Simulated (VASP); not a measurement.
# InAs (F-43m) in VASP: further runs, part 2 of 2

VASP 6.6.1. The steps go on from the part before.

## Step 3: Vibrations by perturbation theory, PBE

This run uses another cell than the first one, of 29.61 Å³/atom.

INCAR reads:

```
SYSTEM = InAs
PREC = Accurate
ENCUT = 520
EDIFF = 1E-8
ISMEAR = -1
SIGMA = 0.15
LREAL = .FALSE.
LASPH = .TRUE.
NELM = 80
ALGO = Normal
ISIF = 2
LWAVE = .FALSE.
LCHARG = .FALSE.
GGA = PE
IBRION = 8
NSW = 1
```

KPOINTS reads:

```
Automatic mesh
0
G
  12 12 12
  0 0 0
```

POSCAR reads:

```
InAs
1.0
    0.0000000000      3.0937808094      3.0937808094
    3.0937808094      0.0000000000      3.0937808094
    3.0937808094      3.0937808094      0.0000000000
In As
1 1
Direct
    0.0000000000      0.0000000000      0.0000000000
    0.7500000000      0.7500000000      0.7500000000
```

Potentials or basis: VASP PAW PBE potentials, release 64 (In_d, As).

The run is started by

```
> cat potpaw_PBE.64/In_d/POTCAR potpaw_PBE.64/As/POTCAR > POTCAR
> mpirun -np 1 vasp_std > vasp.out
```

OUTCAR:

```text
SYSTEM = InAs
   PREC = Accurate
   ENCUT = 520
   EDIFF = 1E-8
   ISMEAR = -1
   LREAL = .FALSE.
   LASPH = .TRUE.
   NELM = 80
   ISIF = 2
   GGA = PE
   IBRION = 8
   NSW = 1

 ion  position               nearest neighbor table
   1  0.000  0.000  0.000-   2 2.68   2 2.68   2 2.68   2 2.68
   2  0.750  0.750  0.750-   1 2.68   1 2.68   1 2.68   1 2.68

  LATTYP: Found a face centered cubic cell.
 ALAT       =     6.1875616188

  Lattice vectors:

 A1 = (   0.0000000000,   3.0937808094,   3.0937808094)
 A2 = (   3.0937808094,   0.0000000000,   3.0937808094)
 A3 = (   3.0937808094,   3.0937808094,   0.0000000000)

Analysis of symmetry for initial positions (statically):
=====================================================================
 Subroutine PRICEL returns:
 Original cell was already a primitive cell.

 Routine SETGRP: Setting up the symmetry group for a
 face centered cubic supercell.

 Subroutine GETGRP returns: Found 24 space group operations
 (whereof 24 operations were pure point group operations)
 out of a pool of 48 trial point group operations.

The static configuration has the point symmetry T_d .

Analysis of symmetry for dynamics (positions and initial velocities):
=====================================================================
 Subroutine PRICEL returns:
 Original cell was already a primitive cell.

 Routine SETGRP: Setting up the symmetry group for a
 face centered cubic supercell.

 Subroutine GETGRP returns: Found 24 space group operations
 (whereof 24 operations were pure point group operations)
 out of a pool of 48 trial point group operations.

The dynamic configuration has the point symmetry T_d .

 Subroutine INISYM returns: Found 24 space group operations
 (whereof 24 operations are pure point group operations),
 and found     1 'primitive' translations

----------------------------------------------------------------------------------------

                                     Primitive cell

  volume of cell :      59.2241

  direct lattice vectors                    reciprocal lattice vectors
     0.000000000  3.093780809  3.093780809    -0.161614552  0.161614552  0.161614552
     3.093780809  0.000000000  3.093780809     0.161614552 -0.161614552  0.161614552
     3.093780809  3.093780809  0.000000000     0.161614552  0.161614552 -0.161614552

  length of vectors
     4.375266780  4.375266780  4.375266780     0.279924616  0.279924616  0.279924616

  position of ions in fractional coordinates (direct lattice)
     0.000000000  0.000000000  0.000000000
     0.750000000  0.750000000  0.750000000

  ion indices of the primitive-cell ions
[... 139 lines left out ...]
      6      -7.6031      2.00000
      7       3.2910      1.99508
      8       3.8354      1.82987
      9       3.8354      1.82987
     10       3.8354      1.82987
     11       7.7091      0.00000
     12       7.7091      0.00000
     13       7.7091      0.00000
[... 354 lines left out ...]
  band No.  band energies     occupation
      1     -10.5298      2.00000
      2     -10.3998      2.00000
      3     -10.3955      2.00000
      4     -10.3291      2.00000
      5     -10.3250      2.00000
      6      -6.2069      2.00000
      7      -1.4926      2.00000
      8       1.6425      2.00000
      9       2.6947      1.99991
     10       5.8913      0.00002
     11       8.1481      0.00000
     12       9.1448      0.00000
     13      10.5138      0.00000

 [... further k-points ...]

------------------------ aborting loop because EDIFF is reached ----------------------------------------

  FORCE on cell =-STRESS in cart. coord.  units (eV):
  Direction    XX          YY          ZZ          XY          YZ          ZX
  --------------------------------------------------------------------------------------
  -------------------------------------------------------------------------------------
  Total        0.0147597      0.0147597      0.0147597     -0.0000000      0.0000000     -0.0000000
  in kB        0.3992923      0.3992923      0.3992923     -0.0000000      0.0000000     -0.0000000
  external PRESSURE =       0.3992923 kB  Pullay stress =       0.0000000 kB

 VOLUME and BASIS-vectors are now :
 -----------------------------------------------------------------------------
  energy-cutoff  :      520.00
  volume of cell :       59.22
      direct lattice vectors                 reciprocal lattice vectors
     0.000000000  3.093780809  3.093780809    -0.161614552  0.161614552  0.161614552
     3.093780809  0.000000000  3.093780809     0.161614552 -0.161614552  0.161614552
     3.093780809  3.093780809  0.000000000     0.161614552  0.161614552 -0.161614552

 POSITION                                       TOTAL-FORCE (eV/Angst)
 -----------------------------------------------------------------------------------
      0.00000      0.00000      0.00000        -0.000000      0.000000      0.000000
      4.64067      4.64067      4.64067         0.000000     -0.000000     -0.000000
 -----------------------------------------------------------------------------------
    total drift:                                0.000000      0.000000      0.000000

  FREE ENERGIE OF THE ION-ELECTRON SYSTEM (eV)
  ---------------------------------------------------
  free  energy   TOTEN  =        -7.7210498104 eV

  energy  without entropy=       -7.7165479247  energy(sigma->0) =       -7.71879887

[... ionic steps 2 to 3 ...]

--------------------------------------- Ionic step        4  -------------------------------------------

------------------------ aborting loop because EDIFF is reached ----------------------------------------

[... ionic steps 5 to 6 ...]

--------------------------------------- Ionic step        7  -------------------------------------------

 Free energy of the ion-electron system (eV)
  ---------------------------------------------------
  ---------------------------------------------------
  free energy    TOTEN  =        -0.04539796 eV

  energy without entropy =       -0.04539796

------------------------ aborting loop because EDIFF is reached ----------------------------------------

 INTERNAL STRAIN TENSOR  FOR ION    2  DIRECTION 1   (eV/Angst):
 -----------------------------------------------------------------------------
    -0.00123  0.00000  0.00000
     0.00000  0.00192  6.22012
     0.00000  6.22012  0.00192

 INTERNAL STRAIN TENSOR FOR ION    2 for displacements in x,y,z  (eV/Angst):
          X           Y           Z          XY          YZ          ZX
  --------------------------------------------------------------------------------
  x    -0.00000     0.00000     0.00000     0.00000     6.22012     0.00000
  y     0.00000     0.00000     0.00000     0.00000     0.00000     6.22012
  z     0.00000     0.00000    -0.00000     6.22012     0.00000     0.00000

 SECOND DERIVATIVES (NOT SYMMETRIZED)
 ------------------------------------
               1X          1Y          1Z          2X          2Y          2Z
  1X    -6.619045    0.000000    0.000000    6.619045    0.000000    0.000000
  1Y     0.000000   -6.619045    0.000000    0.000000    6.619045    0.000000
  1Z     0.000000    0.000000   -6.619045    0.000000    0.000000    6.619045
  2X     6.624908    0.000000    0.000000   -6.624908    0.000000    0.000000
  2Y     0.000000    6.624908    0.000000    0.000000   -6.624908    0.000000
  2Z     0.000000    0.000000    6.624908    0.000000    0.000000   -6.624908

 Eigenvectors and eigenvalues of the dynamical matrix
 ----------------------------------------------------

   1 f  =    5.974933 THz    37.541612 2PiTHz  199.302317 cm-1    24.710327 meV
             X         Y         Z           dx          dy          dz
      0.000000  0.000000  0.000000    -0.628213    0.000000    0.000000
      4.640671  4.640671  4.640671     0.778042    0.000000    0.000000
[... 21 lines left out ...]
   6 f/i=    0.001293 THz     0.008123 2PiTHz    0.043126 cm-1     0.005347 meV
             X         Y         Z           dx          dy          dz
      0.000000  0.000000  0.000000    -0.778042    0.000000    0.000000
      4.640671  4.640671  4.640671    -0.628213    0.000000    0.000000

--------------------------------------------------------------------------------------------------------

 ELASTIC MODULI CONTR FROM IONIC RELAXATION (kBar)
 Direction    XX          YY          ZZ          XY          YZ          ZX
 --------------------------------------------------------------------------------
 XX          -0.0000     -0.0000     -0.0000      0.0000      0.0000      0.0000
 YY          -0.0000     -0.0000     -0.0000      0.0000      0.0000     -0.0000
 ZZ          -0.0000     -0.0000     -0.0000      0.0000      0.0000      0.0000
 XY           0.0000      0.0000      0.0000   -155.8707     -0.0000     -0.0000
 YZ           0.0000      0.0000      0.0000     -0.0000   -155.8707     -0.0000
 ZX           0.0000     -0.0000      0.0000     -0.0000     -0.0000   -155.8707
 --------------------------------------------------------------------------------
```

It took 6.5 min on 1 thread of Intel Xeon 6975P-C (Granite Rapids), shared host; peak memory 0.63 GiB.

What came out:

- Highest phonon frequency at Γ, LO-TO splitting left out: 199 cm⁻¹

Phonon frequencies in cm⁻¹ (negative: imaginary):
```csv
q point,frequencies
"(0.000, 0.000, 0.000)",0 0 0 199 199 199
```

Caveat: spin-orbit coupling is left out, which moves the levels of the heavy elements.
